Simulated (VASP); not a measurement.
# NiO (Fm-3m) in VASP: single point with LDA+U

Aim: the single point of NiO with LDA+U.

Everything below comes from runs of VASP 6.6.1. Logs are shortened: lines on timing, memory, paths and dates and some standing lists are left out, and cuts for length are marked.

## (1) The cell of the first run

Symmetry: Fm-3m, No. 225, cubic system. The conventional cell has a = 4.183 Å, b = 4.183 Å, c = 4.183 Å, α = 90.00°, β = 90.00°, γ = 90.00°. Ni (site symmetry m-3m) has 6 O at 2.09 Å within 2.8 Å. Within 2.8 Å of O (site symmetry m-3m) lie 6 Ni at 2.09 Å.

## (2) Single point, LDA+U

INCAR

```
SYSTEM = NiO
  PREC = Accurate
  ENCUT = 520
  EDIFF = 1E-6
  ISMEAR = 0
  SIGMA = 0.05
  LREAL = .False.
  LASPH = .True.
  NELM = 150
  ALGO = Normal
  ISIF = 2
  LWAVE = .False.
  LCHARG = .True.
  LMAXMIX = 4
  LDAU = .True.
  LDAUTYPE = 1
  LDAUL = 2 -1
  LDAUU = 5 0
  LDAUJ = 0.9 0
  LDAUPRINT = 1
  LELF = .True.
  LVHAR = .True.
  NBANDS = 24
```

KPOINTS

```
regular mesh
0
Gamma
  8 8 8
  0 0 0
```

POSCAR

```
NiO
1.0
    0.0000000000      2.0913095100      2.0913095100
    2.0913095100      0.0000000000      2.0913095100
    4.1826190200      4.1826190200      0.0000000000
Ni O
2 2
Direct
    0.0000000000      0.0000000000      0.0000000000
    0.0000000000      0.0000000000      0.5000000000
    0.5000000000      0.5000000000      0.2500000000
    0.5000000000      0.5000000000      0.7500000000
```

Potentials or basis: VASP PAW LDA potentials, release 64 (Ni, O).

The run is started by

```bash
$ cat potpaw_LDA.64/Ni/POTCAR potpaw_LDA.64/O/POTCAR > POTCAR
$ mpirun -np 1 vasp_std > vasp.out
```

OUTCAR:

```text
SYSTEM = NiO
   PREC = Accurate
   ENCUT = 520
   EDIFF = 1E-6
   ISMEAR = 0
   LREAL = .False.
   LASPH = .True.
   NELM = 150
   ISIF = 2

 ion  position               nearest neighbor table
   1  0.000  0.000  0.000-   4 2.09   3 2.09   4 2.09   3 2.09   4 2.09   3 2.09   2 2.96   2 2.96
                             2 2.96   2 2.96   2 2.96   2 2.96
   2  0.000  0.000  0.500-   3 2.09   3 2.09   4 2.09   3 2.09   4 2.09   4 2.09   1 2.96   1 2.96
                             1 2.96   1 2.96   1 2.96   1 2.96
   3  0.500  0.500  0.250-   1 2.09   1 2.09   2 2.09   1 2.09   2 2.09   2 2.09
   4  0.500  0.500  0.750-   2 2.09   1 2.09   2 2.09   1 2.09   2 2.09   1 2.09

  LATTYP: Found a trigonal (rhomboedric) cell.
 ALAT       =     5.1226411937
 COS(alpha) =     0.8333333333

  Lattice vectors:

 A1 = (   4.1826190200,   2.0913095100,  -2.0913095100)
 A2 = (   2.0913095100,   2.0913095100,  -4.1826190200)
 A3 = (   2.0913095100,   4.1826190200,  -2.0913095100)

Analysis of symmetry for initial positions (statically):
=====================================================================
 Subroutine PRICEL returns following result:

  LATTYP: Found a face centered cubic cell.
 ALAT       =     4.1826190200

  Lattice vectors:

 A1 = (   0.0000000000,   2.0913095100,   2.0913095100)
 A2 = (   2.0913095100,   0.0000000000,   2.0913095100)
 A3 = (   2.0913095100,   2.0913095100,   0.0000000000)

   2 primitive cells build up your supercell.

 Routine SETGRP: Setting up the symmetry group for a
 trigonal (rhombohedral) supercell.

 Subroutine GETGRP returns: Found 12 space group operations
 (whereof 12 operations were pure point group operations)
 out of a pool of 12 trial point group operations.

The static configuration has the point symmetry D_3d.

Analysis of symmetry for dynamics (positions and initial velocities):
=====================================================================
 Subroutine PRICEL returns following result:

  LATTYP: Found a face centered cubic cell.
 ALAT       =     4.1826190200

  Lattice vectors:

 A1 = (   0.0000000000,   2.0913095100,   2.0913095100)
[... 188 lines left out ...]
atom =   2  type =  1  l = 2

 onsite density matrix

spin component  1

  0.9682  0.0000 -0.0001  0.0000 -0.0000
  0.0000  0.9682 -0.0000 -0.0000  0.0001
 -0.0001 -0.0000  0.6730 -0.0000 -0.0000
  0.0000 -0.0000 -0.0000  0.9682 -0.0001
 -0.0000  0.0001 -0.0000 -0.0001  0.6730

spin component  2

  0.9682  0.0000 -0.0001  0.0000 -0.0000
  0.0000  0.9682 -0.0000 -0.0000  0.0001
 -0.0001 -0.0000  0.6730 -0.0000 -0.0000
  0.0000 -0.0000 -0.0000  0.9682 -0.0001
 -0.0000  0.0001 -0.0000 -0.0001  0.6730

 occupancies and eigenvectors

  o =  0.6730  v =  0.0003  0.0001  0.9460  0.0002  0.3243  0.0000  0.0000  0.0000  0.0000  0.0000      0.0000  0.0000  0.0000  0.0000  0.0000  0.0000  0.0000  0.0000  0.0000  0.0000
  o =  0.6730  v =  0.0000  0.0000  0.0000  0.0000  0.0000  0.0003  0.0001  0.9460  0.0002  0.3243      0.0000  0.0000  0.0000  0.0000  0.0000  0.0000  0.0000  0.0000  0.0000  0.0000
  o =  0.6730  v =  0.0001  0.0003  0.3243 -0.0002 -0.9460  0.0000  0.0000  0.0000  0.0000  0.0000      0.0000  0.0000  0.0000  0.0000  0.0000  0.0000  0.0000  0.0000  0.0000  0.0000
  o =  0.6730  v =  0.0000  0.0000  0.0000  0.0000  0.0000  0.0001  0.0003  0.3243 -0.0002 -0.9460      0.0000  0.0000  0.0000  0.0000  0.0000  0.0000  0.0000  0.0000  0.0000  0.0000
  o =  0.9682  v =  0.0000  0.0000  0.0000  0.0000  0.0000  0.5774 -0.5774 -0.0000 -0.5774  0.0000      0.0000  0.0000  0.0000  0.0000  0.0000  0.0000  0.0000  0.0000  0.0000  0.0000
  o =  0.9682  v =  0.5774 -0.5774 -0.0000 -0.5774  0.0000  0.0000  0.0000  0.0000  0.0000  0.0000      0.0000  0.0000  0.0000  0.0000  0.0000  0.0000  0.0000  0.0000  0.0000  0.0000
  o =  0.9682  v =  0.0000  0.0000  0.0000  0.0000  0.0000 -0.8157 -0.3770  0.0003 -0.4387  0.0000      0.0000  0.0000  0.0000  0.0000  0.0000  0.0000  0.0000  0.0000  0.0000  0.0000
  o =  0.9682  v = -0.8157 -0.3770  0.0003 -0.4387  0.0000  0.0000  0.0000  0.0000  0.0000  0.0000      0.0000  0.0000  0.0000  0.0000  0.0000  0.0000  0.0000  0.0000  0.0000  0.0000
  o =  0.9682  v =  0.0356  0.7243 -0.0000 -0.6886  0.0003  0.0000  0.0000  0.0000  0.0000  0.0000      0.0000  0.0000  0.0000  0.0000  0.0000  0.0000  0.0000  0.0000  0.0000  0.0000
  o =  0.9682  v =  0.0000  0.0000  0.0000  0.0000  0.0000  0.0356  0.7243 -0.0000 -0.6886  0.0003      0.0000  0.0000  0.0000  0.0000  0.0000  0.0000  0.0000  0.0000  0.0000  0.0000

 number of electron      32.0000011 magnetization

 Free energy of the ion-electron system (eV)
  ---------------------------------------------------
  ext. energy  EPLUGINS =         0.00000000
  ---------------------------------------------------
  free energy    TOTEN  =       -21.93364025 eV

  energy without entropy =      -21.92569378  energy(sigma->0) =      -21.92966701

 E-fermi :   7.0844     XC(G=0): -13.1232

 val. band max:        7.0755792543   @ k =  -0.1250  -0.1250   0.2500
 cond. band min:       7.0851687885   @ k =  -0.1250   0.3750   0.1250
 fundamental gap:      0.0095895342
 Fermi energy:         7.0843922305

 k-point     1 :       0.0000    0.0000    0.0000
  band No.  band energies     occupation
      1     -12.7908      2.00000
      2     -11.4044      2.00000
      3      -1.0102      2.00000
      4       1.6663      2.00000
      5       1.6663      2.00000
      6       4.0968      2.00000
[... 637 lines left out ...]
     23      18.8272      0.00000
     24      21.0998      0.00000

 [... further k-points ...]
[... 5 lines left out ...]
  --------------------------------------------------------------------------------------
  -------------------------------------------------------------------------------------
  Total       -6.1471683     -6.1471683     -6.1471683     -0.0022287      0.0022287      0.0022287
  in kB     -269.1973356   -269.1973356   -269.1973356     -0.0976015      0.0976015      0.0976015
  external PRESSURE =    -269.1973356 kB  Pullay stress =       0.0000000 kB

 VOLUME and BASIS-vectors are now :
 -----------------------------------------------------------------------------
  energy-cutoff  :      520.00
  volume of cell :       36.59
      direct lattice vectors                 reciprocal lattice vectors
     0.000000000  2.091309510  2.091309510    -0.239084649  0.239084649  0.239084649
     2.091309510  0.000000000  2.091309510     0.239084649 -0.239084649  0.239084649
     4.182619020  4.182619020  0.000000000     0.119542324  0.119542324 -0.119542324

 POSITION                                       TOTAL-FORCE (eV/Angst)
 -----------------------------------------------------------------------------------
      0.00000      0.00000      0.00000        -0.000000     -0.000000      0.000000
      2.09131      2.09131      0.00000         0.000000      0.000000     -0.000000
      2.09131      2.09131      2.09131         0.000000      0.000000      0.000000
      4.18262      4.18262      2.09131        -0.000000     -0.000000     -0.000000
 -----------------------------------------------------------------------------------
    total drift:                                0.000000     -0.000000     -0.000000

  FREE ENERGIE OF THE ION-ELECTRON SYSTEM (eV)
  ---------------------------------------------------
  free  energy   TOTEN  =       -21.9336402477 eV

  energy  without entropy=      -21.9256937773  energy(sigma->0) =      -21.92966701
```

It took 37 s on 1 thread of AMD EPYC 9R45 (Zen 5), shared host; peak memory 0.15 GiB.

Results:

| Quantity | Value |
| --- | --- |
| Free energy | -21.9336 eV |
| Pressure | -26.9 GPa |
| Band gap on the k mesh | zero (band 16 reaches 7.25 eV, above the bottom of band 17 at 6.76 eV) |

Levels at points of the mesh, in eV from the Fermi level:
```
           k point  band 14  band 15  band 16  band 17  band 18  band 19
(0.00, 0.00, 0.00)    -1.67    -1.67    -1.62     1.27     1.27     2.01
(0.50, 0.00, 0.00)    -1.62    -1.28    -0.72     1.27     1.27     5.96
(0.00, 0.00, 0.50)    -2.15     0.16     0.16     0.16     0.16     4.61
(0.50, 0.00, 0.50)    -1.76     0.05     0.05     0.06     0.06     7.82
```

Eigenvalues of the final occupation matrices:
| site | spin | trace | eigenvalues |
| --- | --- | --- | --- |
| site 1 d | 1 | 4.25 | 0.67 0.67 0.97 0.97 0.97 |
| site 1 d | 2 | 4.25 | 0.67 0.67 0.97 0.97 0.97 |
| site 2 d | 1 | 4.25 | 0.67 0.67 0.97 0.97 0.97 |
| site 2 d | 2 | 4.25 | 0.67 0.67 0.97 0.97 0.97 |

Caveat: the run has no spin polarisation, though such a crystal can be magnetic; U without spin polarisation on a metal has little footing.
